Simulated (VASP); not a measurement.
# N in VASP: further runs

N is run at these levels: PBE; tasks: single point.

Everything below comes from runs of VASP 6.6.1. Logs are shortened: lines on timing, memory, paths and dates and some standing lists are left out, and cuts for length are marked.

**1. The cell of the first run**

The cell holds a disordered packing, 16 atoms: a = 7.475 Å, b = 7.475 Å, c = 7.475 Å, α = 90.00°, β = 90.00°, γ = 90.00°.

**2. Single point, PBE**

File INCAR:

```
SYSTEM = N
PREC = Accurate
ENCUT = 1000
EDIFF = 1E-6
ISMEAR = -1
SIGMA = 0.05
LREAL = Auto
LASPH = .True.
NELM = 120
ALGO = Normal
ISIF = 2
LWAVE = .False.
LCHARG = .True.
GGA = PE
LELF = .True.
LVHAR = .True.
NBANDS = 54
GGA_COMPAT = .False.
```

File KPOINTS:

```
regular mesh
0
Gamma
  1 1 1
  0 0 0
```

File POSCAR:

```
N
1.0
    7.4745810000      0.0000000000      0.0000000000
    0.0000000000      7.4745810000      0.0000000000
    0.0000000000      0.0000000000      7.4745810000
N
16
Direct
    0.0756697934      0.4476772678      0.7204015851
    0.0066492021      0.3482603239      0.6338549278
    0.4670228338      0.3783222096      0.2306216228
    0.4559988045      0.4403591318      0.3598061216
    0.6835299531      0.5618642704      0.7123743792
    0.5432277742      0.5208184914      0.7335126879
    0.5133398113      0.8212901834      0.4750099036
    0.4922416387      0.9524681049      0.5389465978
    0.2721088981      0.7430516841      1.1580047096
    0.2806444937      0.7678958861      1.0155886999
   -0.0972094623      1.0019156927      0.2945048023
   -0.0153052057      0.9861823693      0.4183913453
    0.6584181776     -0.0976643373      0.8511513890
    0.7855156028     -0.0214460182      0.8485559257
    0.7283083828      0.6529061629      0.1274051348
    0.8662023998      0.6319150197      0.1706048807
```

Potentials or basis: VASP PAW PBE potentials, release 64 (N_h).

On the command line:

```bash
$ cat potpaw_PBE.64/N_h/POTCAR > POTCAR
$ mpirun -np 1 vasp_gam > vasp.out
```

OUTCAR:

```text
SYSTEM = N
   PREC = Accurate
   ENCUT = 1000
   EDIFF = 1E-6
   ISMEAR = -1
   LREAL = Auto
   LASPH = .True.
   NELM = 120
   ISIF = 2
   GGA = PE

 ion  position               nearest neighbor table
   1  0.076  0.448  0.720-   2 1.11
   2  0.007  0.348  0.634-   1 1.11
   3  0.467  0.378  0.231-   4 1.07
   4  0.456  0.440  0.360-   3 1.07
   5  0.684  0.562  0.712-   6 1.10
   6  0.543  0.521  0.734-   5 1.10
[... 8 lines left out ...]
  15  0.728  0.653  0.127-  16 1.09
  16  0.866  0.632  0.171-  15 1.09

  LATTYP: Found a simple cubic cell.
 ALAT       =     7.4745810000

  Lattice vectors:

 A1 = (   7.4745810000,   0.0000000000,   0.0000000000)
 A2 = (   0.0000000000,   7.4745810000,   0.0000000000)
 A3 = (   0.0000000000,   0.0000000000,   7.4745810000)

Analysis of symmetry for initial positions (statically):
=====================================================================
 Subroutine PRICEL returns:
 Original cell was already a primitive cell.

 Routine SETGRP: Setting up the symmetry group for a
 simple cubic supercell.

 Subroutine GETGRP returns: Found  1 space group operations
 (whereof  1 operations were pure point group operations)
 out of a pool of 48 trial point group operations.

The static configuration has the point symmetry C_1 .

Analysis of symmetry for dynamics (positions and initial velocities):
=====================================================================
 Subroutine PRICEL returns:
 Original cell was already a primitive cell.

 Routine SETGRP: Setting up the symmetry group for a
 simple cubic supercell.

 Subroutine GETGRP returns: Found  1 space group operations
 (whereof  1 operations were pure point group operations)
 out of a pool of 48 trial point group operations.

The dynamic configuration has the point symmetry C_1 .

 Subroutine INISYM returns: Found  1 space group operations
 (whereof  1 operations are pure point group operations),
 and found     1 'primitive' translations

----------------------------------------------------------------------------------------

                                     Primitive cell
[... 94 lines left out ...]
   NELM   =    120;   NELMIN=  2; NELMDL= -5     # of ELM steps
   EDIFF  = 0.1E-05   stopping-criterion for ELM
   LREAL  =      T    real-space projection
   EDIFFG = 0.1E-04   stopping-criterion for IOM
   NSW    =      0    number of steps for IOM
   IBRION =     -1    ionic relax: 0-MD 1-quasi-New 2-CG
   NFREE  =      0    steps in history (QN), initial steepest desc. (CG)
   ISIF   =      2    stress and relaxation
   ISYM   =      2    0-nonsym 1-usesym 2-fastsym
   POTIM  = 0.5000    time-step for ionic-motion
   TEBEG  =    0.0;   TEEND  =   0.0 temperature during run
   PSTRESS=    0.0 pullay stress
   NELECT =      80.0000    total number of electrons
   NUPDOWN=      -1.0000    fix difference up-down
   EMIN   =  10.00;   EMAX   =-10.00  energy-range for DOS
   EFERMI =   0.00;   METHOD = LEGACY
   ISMEAR =    -1;   SIGMA  =   0.05  broadening in eV -4-tet -1-fermi 0-gaus
   EFERMI_NEDOS =   21; number of points for ismear=-14 and -15
   IALGO  =     38    algorithm
   IMIX   =      4    mixing-type and parameters
     AMIX     =   0.40;   BMIX     =  1.00
     AMIX_MAG =   1.60;   BMIX_MAG =  1.00
  volume/ion in A,a.u.               =      26.10       176.13
  Fermi-wavevector in a.u.,A,eV,Ry     =   0.943738  1.783406 12.117905  0.890641
  Thomas-Fermi vector in A             =   2.071474
   LORBIT       =      0    0 simple, 1 ext, 2 COOP (PROOUT), +10 PAW based schemes
   GGA     = PE    functional components
   LHFCALC =     F    Hartree Fock is set to
   AEXX    =    0.0000 exact exchange contribution
   IVDW    =     0    specifies the selected vdW correction
   LEPSILON=     F    determine dielectric tensor
   LRPA    =     F    only Hartree local field effects (RPA)
 non-spin polarized calculation
  energy-cutoff  :     1000.00
  volume of cell :      417.60
 maximum number of plane-waves:     15024
 NGX is ok and might be reduce to    80
   NGX = 39   NGY = 39   NGZ = 39

 number of electron      79.9999999 magnetization

 Free energy of the ion-electron system (eV)
  ---------------------------------------------------
  ext. energy  EPLUGINS =         0.00000000
  ---------------------------------------------------
  free energy    TOTEN  =      -133.90129238 eV

  energy without entropy =     -133.90129238  energy(sigma->0) =     -133.90129238

 E-fermi :  -5.3270     XC(G=0):  -5.8152

 val. band max:       -6.5268339914   @ k =   0.0000   0.0000   0.0000
 cond. band min:       0.7060552484   @ k =   0.0000   0.0000   0.0000
 fundamental gap:      7.2328892398
 Fermi energy:        -5.3270328585

 k-point     1 :       0.0000    0.0000    0.0000
  band No.  band energies     occupation
      1     -25.3403      2.00000
      2     -25.2266      2.00000
      3     -25.1071      2.00000
      4     -24.9687      2.00000
      5     -24.8292      2.00000
      6     -24.7955      2.00000
[... 44 lines left out ...]
     51       1.5802      0.00000
     52       1.6644      0.00000
 [bands above 52 left out]

------------------------ aborting loop because EDIFF is reached ----------------------------------------

  FORCE on cell =-STRESS in cart. coord.  units (eV):
  Direction    XX          YY          ZZ          XY          YZ          ZX
  --------------------------------------------------------------------------------------
  -------------------------------------------------------------------------------------
  Total        2.0655847      3.4551925      8.3880975     -1.1183991      0.8547935     -0.5204763
  in kB        7.9248860     13.2562986     32.1820343     -4.2908847      3.2795271     -1.9968754
  external PRESSURE =      17.7877396 kB  Pullay stress =       0.0000000 kB

 VOLUME and BASIS-vectors are now :
 -----------------------------------------------------------------------------
  energy-cutoff  :     1000.00
  volume of cell :      417.60
      direct lattice vectors                 reciprocal lattice vectors
     7.474581000  0.000000000  0.000000000     0.133786763  0.000000000  0.000000000
     0.000000000  7.474581000  0.000000000     0.000000000  0.133786763  0.000000000
     0.000000000  0.000000000  7.474581000     0.000000000  0.000000000  0.133786763

 POSITION                                       TOTAL-FORCE (eV/Angst)
 -----------------------------------------------------------------------------------
      0.56560      3.34620      5.38470        -0.532576     -0.951225     -0.765094
      0.04970      2.60310      4.73780         0.727616      0.908223      0.768732
      3.49080      2.82780      1.72380         0.303175     -2.060636     -3.949769
      3.40840      3.29150      2.68940        -0.451310      1.656112      3.889107
      5.10910      4.19970      5.32470        -0.415186     -0.255884      0.055630
      4.06040      3.89290      5.48270         0.294022     -0.117685      0.106922
[... 8 lines left out ...]
      5.44380      4.88020      0.95230        -1.393826      0.145180     -0.393810
      6.47450      4.72330      1.27520         1.508022     -0.398016      0.462469
 -----------------------------------------------------------------------------------
    total drift:                                0.002457      0.009864     -0.001730

  FREE ENERGIE OF THE ION-ELECTRON SYSTEM (eV)
  ---------------------------------------------------
  free  energy   TOTEN  =      -133.9012923824 eV

  energy  without entropy=     -133.9012923823  energy(sigma->0) =     -133.90129238
```

OSZICAR:

```text
N       E                     dE             d eps       ncg     rms          rms(c)
DAV:   1     0.107759379838E+04    0.10776E+04   -0.55913E+04   108   0.220E+03
DAV:   2     0.827925682562E+02   -0.99480E+03   -0.94397E+03   168   0.358E+02
DAV:   3    -0.132074380778E+03   -0.21487E+03   -0.21367E+03   136   0.181E+02
DAV:   4    -0.141025759016E+03   -0.89514E+01   -0.88476E+01   128   0.423E+01
DAV:   5    -0.141377733308E+03   -0.35197E+00   -0.35041E+00   146   0.744E+00    0.186E+01
DAV:   6    -0.135350949654E+03    0.60268E+01   -0.90851E+00   122   0.120E+01    0.971E+00
DAV:   7    -0.133935554966E+03    0.14154E+01   -0.59204E+00   144   0.940E+00    0.234E+00
DAV:   8    -0.133906439106E+03    0.29116E-01   -0.48476E-01   136   0.318E+00    0.485E-01
DAV:   9    -0.133901637732E+03    0.48014E-02   -0.20722E-02   136   0.724E-01    0.132E-01
DAV:  10    -0.133901674682E+03   -0.36950E-04   -0.39138E-03   152   0.268E-01    0.983E-02
DAV:  11    -0.133901390888E+03    0.28379E-03   -0.51371E-04   160   0.143E-01    0.286E-02
DAV:  12    -0.133901333699E+03    0.57189E-04   -0.22291E-04   144   0.794E-02    0.232E-02
DAV:  13    -0.133901300127E+03    0.33572E-04   -0.47933E-05   136   0.386E-02    0.902E-03
DAV:  14    -0.133901292530E+03    0.75967E-05   -0.13579E-05   160   0.235E-02    0.388E-03
DAV:  15    -0.133901292382E+03    0.14756E-06   -0.45435E-06   128   0.110E-02
   1 F= -.13390129E+03 E0= -.13390129E+03  d E =-.112164E-09
```

Wall time 1.7 min (1 thread of Intel Xeon Platinum 8259CL at 2.50GHz (Skylake/Cascade Lake), shared host); peak memory 0.82 GiB.

Results:

```yaml
Free_energy: -133.9013 eV
Pressure: 1.8 GPa
Largest_force: 4.465 eV/Å
```

Forces in eV/Å, atoms in the order of the input:
```
N   -0.533 -0.951 -0.765
N    0.728  0.908  0.769
N    0.303 -2.061 -3.950
N   -0.451  1.656  3.889
N   -0.415 -0.256  0.056
N    0.294 -0.118  0.107
N   -0.029  0.218 -0.150
N   -0.208  0.118 -0.227
N   -0.249 -0.439  2.909
N    0.148  0.554 -3.044
N    1.065 -0.034  1.626
N   -0.997  0.190 -1.564
N    0.818  0.750  0.239
N   -0.589 -0.284  0.037
N   -1.394  0.145 -0.394
N    1.508 -0.398  0.462
```

Levels at points of the mesh, in eV from the Fermi level:
```tsv
k point	band 36	band 37	band 38	band 39	band 40	band 41	band 42	band 43	band 44	band 45
(0.00, 0.00, 0.00)	-1.50	-1.47	-1.37	-1.30	-1.20	6.03	6.22	6.23	6.32	6.37
```

Caveat: the k points lie up to 0.84 Å⁻¹ apart, too coarse for converged energies, forces and pressures; the atoms stand as in a frame of molecular dynamics.

(Part 1 of 2 ends here.)
